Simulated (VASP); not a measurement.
# Ti (P6_3/mmc) in VASP: settings compared

The runs below take Ti through single point, with PBE+U, LDA, PBEsol, revPBE.

All numbers are computed with VASP 6.6.1; they aren't measurements. Logs are shortened: lines on timing, memory, paths and dates and some standing lists are left out, and cuts for length are marked.

### 1 The cell of the first run

It takes space group P6_3/mmc (No. 194, hexagonal). The conventional cell has a = 2.950 Å, b = 2.950 Å, c = 4.680 Å, α = 90.00°, β = 90.00°, γ = 120.00°. Ti (site symmetry -6m2) has 12 Ti at 2.89 to 2.95 Å within 3.8 Å.

### 2 Single point, PBE+U

INCAR reads:

```
PREC     = Accurate       # precision mode
ENCUT    = 500            # plane-wave cutoff, eV
EDIFF    = 1E-6           # SCF threshold, eV
ISMEAR   = 0              # smearing method
SIGMA    = 0.025          # smearing width, eV
LREAL    = False          # projectors in reciprocal space
LASPH    = True           # aspherical terms in the spheres
NELM     = 200            # most SCF steps
ALGO     = Normal         # electronic algorithm
ISIF     = 2              # what is computed and relaxed
LWAVE    = False          # write WAVECAR
LCHARG   = False          # write CHGCAR
LMAXMIX  = 4              # l up to which the mixer works
LDAU     = True           # DFT+U
LDAUTYPE = 2            
LDAUL    = 2              # shell
LDAUU    = 6              # U, eV
LDAUJ    = 0            
LDAUPRINT= 1            
GGA      = PE             # functional
NBANDS   = 19             # bands
GGA_COMPAT= False
```

KPOINTS reads:

```
Automatic mesh
0
Gamma
  10 10 6
```

POSCAR reads:

```
Ti
1.0
    2.9500000000      0.0000000000      0.0000000000
   -1.4750000000      2.5547749412      0.0000000000
    0.0000000000      0.0000000000      4.6800000000
Ti
2
Direct
    0.6666666667      0.3333333333      0.7500000000
    0.3333333333      0.6666666667      0.2500000000
```

Potentials or basis: VASP PAW PBE potentials, release 64 (Ti_sv).

Launch:

```bash
> cat potpaw_PBE.64/Ti_sv/POTCAR > POTCAR
> mpirun -np 1 vasp_std > vasp.out
```

OUTCAR:

```text
PREC = Accurate
   ENCUT = 500
   EDIFF = 1E-6
   ISMEAR = 0
   LREAL = False
   LASPH = True
   NELM = 200
   ISIF = 2
   GGA = PE

 ion  position               nearest neighbor table
   1  0.667  0.333  0.750-   2 2.89   2 2.89   2 2.89   2 2.89   2 2.89   2 2.89
   2  0.333  0.667  0.250-   1 2.89   1 2.89   1 2.89   1 2.89   1 2.89   1 2.89

  LATTYP: Found a hexagonal cell.
 ALAT       =     2.9500000000
 C/A-ratio  =     1.5864406780

  Lattice vectors:

 A1 = (   2.9500000000,   0.0000000000,   0.0000000000)
 A2 = (  -1.4750000000,   2.5547749412,   0.0000000000)
 A3 = (   0.0000000000,   0.0000000000,   4.6800000000)

Analysis of symmetry for initial positions (statically):
=====================================================================
 Subroutine PRICEL returns:
 Original cell was already a primitive cell.

 Routine SETGRP: Setting up the symmetry group for a
 hexagonal supercell.

 Subroutine GETGRP returns: Found 24 space group operations
 (whereof 12 operations were pure point group operations)
 out of a pool of 24 trial point group operations.

The static configuration has the point symmetry D_3d.
 The point group associated with its full space group is D_6h.

Analysis of symmetry for dynamics (positions and initial velocities):
=====================================================================
 Subroutine PRICEL returns:
 Original cell was already a primitive cell.

 Routine SETGRP: Setting up the symmetry group for a
 hexagonal supercell.

 Subroutine GETGRP returns: Found 24 space group operations
 (whereof 12 operations were pure point group operations)
 out of a pool of 24 trial point group operations.

The dynamic configuration has the point symmetry D_3d.
 The point group associated with its full space group is D_6h.

 Subroutine INISYM returns: Found 24 space group operations
 (whereof 12 operations are pure point group operations),
 and found     1 'primitive' translations

----------------------------------------------------------------------------------------

                                     Primitive cell

  volume of cell :      35.2712

  direct lattice vectors                    reciprocal lattice vectors
     2.950000000  0.000000000  0.000000000     0.338983051  0.195711956  0.000000000
    -1.475000000  2.554774941  0.000000000     0.000000000  0.391423911  0.000000000
     0.000000000  0.000000000  4.680000000     0.000000000  0.000000000  0.213675214

  length of vectors
     2.950000000  2.950000000  4.680000000     0.391423911  0.391423911  0.213675214

  position of ions in fractional coordinates (direct lattice)
     0.666666667  0.333333333  0.750000000
     0.333333333  0.666666667  0.250000000

  ion indices of the primitive-cell ions
   primitive index   ion index
                 1           1
                 2           2

----------------------------------------------------------------------------------------

 KPOINTS: Automatic mesh

Automatic generation of k-mesh.
 Grid dimensions read from file:
 generate k-points for:   10   10    6

 Generating k-lattice:

  Cartesian coordinates                     Fractional coordinates (reciprocal lattice)
     0.033898305  0.019571196  0.000000000     0.100000000 -0.000000000  0.000000000
     0.000000000  0.039142391  0.000000000     0.000000000  0.100000000  0.000000000
[... 83 lines left out ...]
 LDA+U is selected, type is set to LDAUTYPE =  2
   angular momentum for each species LDAUL =     2
   U (eV)           for each species LDAUU =   6.0
   J (eV)           for each species LDAUJ =   0.0
   GGA     = PE    functional components
   LHFCALC =     F    Hartree Fock is set to
   AEXX    =    0.0000 exact exchange contribution
   IVDW    =     0    specifies the selected vdW correction
   LEPSILON=     F    determine dielectric tensor
   LRPA    =     F    only Hartree local field effects (RPA)
 non-spin polarized calculation
 Gauss-broadening in eV      SIGMA  =   0.03
  energy-cutoff  :      500.00
  volume of cell :       35.27
 maximum number of plane-waves:       929
 NGX is ok and might be reduce to    24
   NGX = 11   NGY = 11   NGZ = 17

atom =   1  type =  1  l = 2

 onsite density matrix

spin component  1

  0.1749  0.0000 -0.0000 -0.0000  0.0000
  0.0000  0.1267  0.0000  0.0000  0.0000
 -0.0000  0.0000  0.2151 -0.0000  0.0000
 -0.0000  0.0000 -0.0000  0.1267 -0.0000
  0.0000  0.0000  0.0000 -0.0000  0.1749

spin component  2

  0.1749  0.0000 -0.0000 -0.0000  0.0000
  0.0000  0.1267  0.0000  0.0000  0.0000
 -0.0000  0.0000  0.2151 -0.0000  0.0000
 -0.0000  0.0000 -0.0000  0.1267 -0.0000
  0.0000  0.0000  0.0000 -0.0000  0.1749

 occupancies and eigenvectors

  o =  0.1267  v =  0.0000 -0.0000  0.0000 -1.0000  0.0000  0.0000  0.0000  0.0000  0.0000  0.0000      0.0000  0.0000  0.0000  0.0000  0.0000  0.0000  0.0000  0.0000  0.0000  0.0000
  o =  0.1267  v =  0.0000  0.0000  0.0000  0.0000  0.0000  0.0000 -0.0000  0.0000 -1.0000  0.0000      0.0000  0.0000  0.0000  0.0000  0.0000  0.0000  0.0000  0.0000  0.0000  0.0000
  o =  0.1267  v =  0.0000  1.0000  0.0000 -0.0000  0.0000  0.0000  0.0000  0.0000  0.0000  0.0000      0.0000  0.0000  0.0000  0.0000  0.0000  0.0000  0.0000  0.0000  0.0000  0.0000
  o =  0.1267  v =  0.0000  0.0000  0.0000  0.0000  0.0000  0.0000  1.0000  0.0000 -0.0000  0.0000      0.0000  0.0000  0.0000  0.0000  0.0000  0.0000  0.0000  0.0000  0.0000  0.0000
  o =  0.1749  v =  1.0000  0.0000  0.0000  0.0000  0.0000  0.0000  0.0000  0.0000  0.0000  0.0000      0.0000  0.0000  0.0000  0.0000  0.0000  0.0000  0.0000  0.0000  0.0000  0.0000
  o =  0.1749  v =  0.0000  0.0000  0.0000  0.0000  0.0000  1.0000  0.0000  0.0000  0.0000  0.0000      0.0000  0.0000  0.0000  0.0000  0.0000  0.0000  0.0000  0.0000  0.0000  0.0000
  o =  0.1749  v =  0.0000  0.0000  0.0000  0.0000  0.0000  0.0000 -0.0000 -0.0000  0.0000  1.0000      0.0000  0.0000  0.0000  0.0000  0.0000  0.0000  0.0000  0.0000  0.0000  0.0000
  o =  0.1749  v =  0.0000 -0.0000 -0.0000  0.0000  1.0000  0.0000  0.0000  0.0000  0.0000  0.0000      0.0000  0.0000  0.0000  0.0000  0.0000  0.0000  0.0000  0.0000  0.0000  0.0000
  o =  0.2151  v =  0.0000  0.0000  0.0000  0.0000  0.0000  0.0000  0.0000 -1.0000 -0.0000 -0.0000      0.0000  0.0000  0.0000  0.0000  0.0000  0.0000  0.0000  0.0000  0.0000  0.0000
  o =  0.2151  v =  0.0000  0.0000 -1.0000 -0.0000 -0.0000  0.0000  0.0000  0.0000  0.0000  0.0000      0.0000  0.0000  0.0000  0.0000  0.0000  0.0000  0.0000  0.0000  0.0000  0.0000

atom =   2  type =  1  l = 2

 onsite density matrix

spin component  1

  0.1749 -0.0000 -0.0000 -0.0000  0.0000
 -0.0000  0.1267  0.0000 -0.0000 -0.0000
 -0.0000  0.0000  0.2151 -0.0000  0.0000
 -0.0000 -0.0000 -0.0000  0.1267 -0.0000
  0.0000 -0.0000  0.0000 -0.0000  0.1749

spin component  2

  0.1749 -0.0000 -0.0000 -0.0000  0.0000
 -0.0000  0.1267  0.0000 -0.0000 -0.0000
 -0.0000  0.0000  0.2151 -0.0000  0.0000
 -0.0000 -0.0000 -0.0000  0.1267 -0.0000
  0.0000 -0.0000  0.0000 -0.0000  0.1749

 occupancies and eigenvectors

  o =  0.1267  v =  0.0000 -0.0000 -0.0000 -1.0000 -0.0000  0.0000  0.0000  0.0000  0.0000  0.0000      0.0000  0.0000  0.0000  0.0000  0.0000  0.0000  0.0000  0.0000  0.0000  0.0000
  o =  0.1267  v =  0.0000  0.0000  0.0000  0.0000  0.0000  0.0000 -0.0000 -0.0000 -1.0000 -0.0000      0.0000  0.0000  0.0000  0.0000  0.0000  0.0000  0.0000  0.0000  0.0000  0.0000
  o =  0.1267  v =  0.0000 -1.0000  0.0000  0.0000  0.0000  0.0000  0.0000  0.0000  0.0000  0.0000      0.0000  0.0000  0.0000  0.0000  0.0000  0.0000  0.0000  0.0000  0.0000  0.0000
  o =  0.1267  v =  0.0000  0.0000  0.0000  0.0000  0.0000  0.0000 -1.0000  0.0000  0.0000  0.0000      0.0000  0.0000  0.0000  0.0000  0.0000  0.0000  0.0000  0.0000  0.0000  0.0000
  o =  0.1749  v =  1.0000  0.0000  0.0000  0.0000  0.0000  0.0000  0.0000  0.0000  0.0000  0.0000      0.0000  0.0000  0.0000  0.0000  0.0000  0.0000  0.0000  0.0000  0.0000  0.0000
  o =  0.1749  v =  0.0000  0.0000  0.0000  0.0000  0.0000  1.0000  0.0000  0.0000  0.0000  0.0000      0.0000  0.0000  0.0000  0.0000  0.0000  0.0000  0.0000  0.0000  0.0000  0.0000
  o =  0.1749  v =  0.0000  0.0000  0.0000  0.0000  0.0000  0.0000  0.0000 -0.0000 -0.0000  1.0000      0.0000  0.0000  0.0000  0.0000  0.0000  0.0000  0.0000  0.0000  0.0000  0.0000
  o =  0.1749  v =  0.0000  0.0000 -0.0000 -0.0000  1.0000  0.0000  0.0000  0.0000  0.0000  0.0000      0.0000  0.0000  0.0000  0.0000  0.0000  0.0000  0.0000  0.0000  0.0000  0.0000
  o =  0.2151  v =  0.0000  0.0000  0.0000  0.0000  0.0000  0.0000 -0.0000  1.0000 -0.0000  0.0000      0.0000  0.0000  0.0000  0.0000  0.0000  0.0000  0.0000  0.0000  0.0000  0.0000
  o =  0.2151  v =  0.0000 -0.0000  1.0000 -0.0000  0.0000  0.0000  0.0000  0.0000  0.0000  0.0000      0.0000  0.0000  0.0000  0.0000  0.0000  0.0000  0.0000  0.0000  0.0000  0.0000

 number of electron      24.0000002 magnetization

 Free energy of the ion-electron system (eV)
  ---------------------------------------------------
  ext. energy  EPLUGINS =         0.00000000
  ---------------------------------------------------
  free energy    TOTEN  =        -7.00981083 eV

  energy without entropy =       -7.00948149  energy(sigma->0) =       -7.00964616

 E-fermi :   9.0336     XC(G=0): -11.5237

 val. band max:        8.9824324440   @ k =   0.3000   0.3000   0.3333
 cond. band min:       9.0341348197   @ k =   0.1000   0.1000   0.0000
 fundamental gap:      0.0517023756
 Fermi energy:         9.0336136130

 k-point     1 :       0.0000    0.0000    0.0000
  band No.  band energies     occupation
      1     -49.6742      2.00000
      2     -49.5536      2.00000
      3     -26.1343      2.00000
      4     -25.5838      2.00000
      5     -25.5838      2.00000
      6     -25.5025      2.00000
[... 505 lines left out ...]
      6     -25.7143      2.00000
[... 11 lines left out ...]
     18      12.6234      0.00000
     19      13.1471      0.00000

 [... further k-points ...]
[... 5 lines left out ...]
  --------------------------------------------------------------------------------------
  -------------------------------------------------------------------------------------
  Total        2.5111405      2.5111405      2.7460287      0.0000000      0.0000000      0.0000000
  in kB      114.0672759    114.0672759    124.7369549      0.0000000      0.0000000      0.0000000
  external PRESSURE =     117.6238356 kB  Pullay stress =       0.0000000 kB

 VOLUME and BASIS-vectors are now :
 -----------------------------------------------------------------------------
  energy-cutoff  :      500.00
  volume of cell :       35.27
      direct lattice vectors                 reciprocal lattice vectors
     2.950000000  0.000000000  0.000000000     0.338983051  0.195711956  0.000000000
    -1.475000000  2.554774941  0.000000000     0.000000000  0.391423911  0.000000000
     0.000000000  0.000000000  4.680000000     0.000000000  0.000000000  0.213675214

 POSITION                                       TOTAL-FORCE (eV/Angst)
 -----------------------------------------------------------------------------------
      1.47500      0.85159      3.51000         0.000000     -0.000000      0.000000
     -0.00000      1.70318      1.17000         0.000000      0.000000      0.000000
 -----------------------------------------------------------------------------------
    total drift:                               -0.000000      0.000000     -0.000000

  FREE ENERGIE OF THE ION-ELECTRON SYSTEM (eV)
  ---------------------------------------------------
  free  energy   TOTEN  =        -7.0098108281 eV

  energy  without entropy=       -7.0094814871  energy(sigma->0) =       -7.00964616
```

Run time: 28 s. Hardware: 1 thread of Intel Xeon Platinum 8488C (Sapphire Rapids), shared host; peak memory 0.16 GiB.

Results:

| Item | Value |
| --- | --- |
| Free energy | -7.0098 eV |
| Pressure | 11.8 GPa |
| Band gap on the k mesh | zero (bands 12 and 13 overlap by 1.36 eV) |

Levels at points of the mesh, in eV from the Fermi level:
| k point | band 10 | band 11 | band 12 | band 13 | band 14 | band 15 |
| --- | --- | --- | --- | --- | --- | --- |
| (0.00, 0.00, 0.00) | -3.00 | -0.22 | 0.86 | 0.94 | 0.94 | 1.44 |
| (0.50, 0.00, 0.00) | -2.24 | -1.66 | -1.28 | 0.73 | 0.92 | 1.07 |
| (0.00, 0.00, 0.50) | -5.22 | -0.07 | -0.07 | 0.90 | 0.90 | 0.90 |
| (0.50, 0.00, 0.50) | -2.64 | -0.84 | -0.84 | 0.62 | 0.62 | 2.12 |

Eigenvalues of the final occupation matrices:
| site | spin | trace | eigenvalues |
| --- | --- | --- | --- |
| site 1 d | 1 | 0.82 | 0.13 0.13 0.17 0.17 0.22 |
| site 1 d | 2 | 0.82 | 0.13 0.13 0.17 0.17 0.22 |
| site 2 d | 1 | 0.82 | 0.13 0.13 0.17 0.17 0.22 |
| site 2 d | 2 | 0.82 | 0.13 0.13 0.17 0.17 0.22 |

Caveat: the cell stands under pressure; U without spin polarisation on a metal has little footing; the U is typed as a test and isn't derived for this compound.

### 3 Single point, LDA

INCAR reads:

```
  PREC = Accurate
  ENCUT = 520
  EDIFF = 1E-7
  ISMEAR = -1
  SIGMA = 0.05
  LREAL = F
  LASPH = T
  NELM = 80
  ALGO = Normal
  ISIF = 2
  LWAVE = F
  LCHARG = F
  NBANDS = 19
```

KPOINTS reads:

```
Automatic mesh
0
Gamma
  6 6 3
```

POSCAR is that of step 2.

Potentials or basis: VASP PAW LDA potentials, release 64 (Ti_sv).

Launch:

```bash
> cat potpaw_LDA.64/Ti_sv/POTCAR > POTCAR
> mpirun -np 1 vasp_std > vasp.out
```

It took 14 s on 1 thread of Intel Xeon 8259CL, shared host; peak memory 0.13 GiB.

It converged, with:

```yaml
Free_energy: -16.9804 eV
Pressure: -9.3 GPa
Band_gap_on_the_k_mesh: zero (bands 12 and 13 overlap by 0.82 eV)
```

Stress tensor (GPa, compression positive):
```
-9.22  0.00  0.00
 0.00 -9.22  0.00
 0.00  0.00 -9.59
```

Levels at points of the mesh, in eV from the Fermi level:
```
           k point  band 9  band 10  band 11  band 12  band 13  band 14  band 15  band 16
(0.00, 0.00, 0.00)   -6.11    -2.67     0.71     0.71     0.81     0.81     1.19     1.19
(0.50, 0.00, 0.00)   -2.32    -2.14    -1.83    -0.58     0.41     0.57     1.11     3.24
```

Caveat: the k points lie up to 0.45 Å⁻¹ apart, too coarse for converged energies and pressures of a metal.

### 4 Single point, PBEsol

INCAR reads:

```
SYSTEM = Ti
PREC = Accurate
ENCUT = 520
EDIFF = 1E-6
ISMEAR = -1
SIGMA = 0.05
LREAL = .FALSE.
LASPH = .TRUE.
NELM = 60
ALGO = Normal
ISIF = 2
LWAVE = .FALSE.
LCHARG = .TRUE.
GGA = PS
LELF = .TRUE.
LVHAR = .TRUE.
NBANDS = 19
```

KPOINTS reads:

```
regular mesh
0
G
  6 6 3
  0 0 0
```

POSCAR is that of step 3.

Potentials or basis: VASP PAW PBE potentials, release 64 (Ti_sv).

Launch:

```bash
> cat potpaw_PBE.64/Ti_sv/POTCAR > POTCAR
> mpirun -np 1 vasp_std > vasp.out
```

It took 18 s on 1 thread of Intel Xeon 8259CL, shared host; peak memory 0.15 GiB.

The run converged. Its results:

| Item | Value |
| --- | --- |
| Free energy | -16.6271 eV |
| Pressure | -5.4 GPa |
| Band gap on the k mesh | zero (bands 12 and 13 overlap by 0.86 eV) |

Stress tensor (GPa, compression positive):
```
-5.36  0.00  0.00
 0.00 -5.36  0.00
 0.00  0.00 -5.59
```

Levels at points of the mesh, in eV from the Fermi level:
```
           k point  band 8  band 9  band 10  band 11  band 12  band 13  band 14  band 15  band 16  band 17
(0.00, 0.00, 0.00)  -32.65   -6.21    -2.70     0.70     0.73     0.73     0.83     1.21     1.21     1.56
(0.50, 0.00, 0.00)  -32.72   -2.36    -2.15    -1.85    -0.66     0.44     0.57     1.11     3.25     3.46
```

Caveat: the k points lie up to 0.45 Å⁻¹ apart, too coarse for converged energies and pressures of a metal; the PAW data sets were made with another functional, which shifts forces and pressure a little.

[end of part 1 of 2]
